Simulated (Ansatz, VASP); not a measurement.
**Sb: VASP beside Ansatz**

```
Sb
1.0
     3.18195    0.00000    0.00000
    -1.59097    2.75565    0.00000
     0.00000    0.00000   10.77455
Sb
4
Direct
  0.00000 0.00000 0.00000
  0.00000 0.00000 0.50000
  0.33333 0.66667 0.25000
  0.66667 0.33333 0.75000
```

Alike in both runs: task single point; functional LDA; k mesh 13 × 13 × 4; occupations fermi-dirac, width 0.1 eV; no spin polarisation.

|  | VASP | Ansatz |
| --- | --- | --- |
| version | VASP 6.6.1 | Ansatz 0.2.0 |
| potentials or method | VASP PAW LDA potentials, release 64 (Sb), cutoff 520 eV | plane waves (420 eV) with PAW, scalar-relativistic |
| valence electrons in the cell | 20 | 60 |

```csv
,VASP,Ansatz,Ansatz less VASP
pressure (GPa),7.6,7.4,-0.27
"traceless stress, the component that is largest in VASP (GPa)",-0.78,-0.74,+0.035
```

Ansatz warns that its potentials were made for another functional, while VASP's fit it. LDA's correlation is that of Perdew and Zunger in VASP and of Perdew and Wang (1992) in Ansatz. VASP's potentials hold 20 valence electrons a cell and Ansatz's 60, so a difference there can come from the potentials and not from the codes.

Spin-orbit coupling is off throughout.
